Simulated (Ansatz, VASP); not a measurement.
Two plane-wave programs on In2Sb2Cl

```
Sb In Cl
1.0
     4.62939    0.00000    0.00000
    -2.31469    4.00917    0.00000
     0.00000    0.00000   22.01518
Sb In Cl
2 2 1
Cartesian
  0.0000 0.0000 4.0000
  0.0000 2.6728 7.9460
  0.0000 2.6728 4.9450
  2.3147 1.3364 8.7152
  0.7716 4.0092 12.0152
```

Alike in both runs: task single point; functional PBE; dispersion D3(BJ); k mesh 6 × 6 × 1; occupations gaussian, width 0.1 eV; no spin polarisation.

```csv
,VASP,Ansatz
version,VASP 6.6.1,Ansatz 0.2.0
potentials or method,"VASP PAW PBE potentials, release 64 (Sb, In_d, Cl), cutoff 520 eV","scalar-relativistic, plane waves, PAW"
valence electrons in the cell,43,63
```

Ansatz gave:

| Item | Value |
| --- | --- |
| gap on the k mesh at the Fermi level (eV) | none |
| rms of the force components (eV/Å) | 0.383 |

Q: What did VASP give for the same quantities?

A: gap on the k mesh at the Fermi level (eV): none; rms of the force components (eV/Å): 0.384.

A gap of «none» marks a metal or a gap that the smearing closes. VASP's potentials hold 43 valence electrons a cell and Ansatz's 63, so a difference there can come from the potentials and not from the codes.

Neither program's run includes spin-orbit coupling.
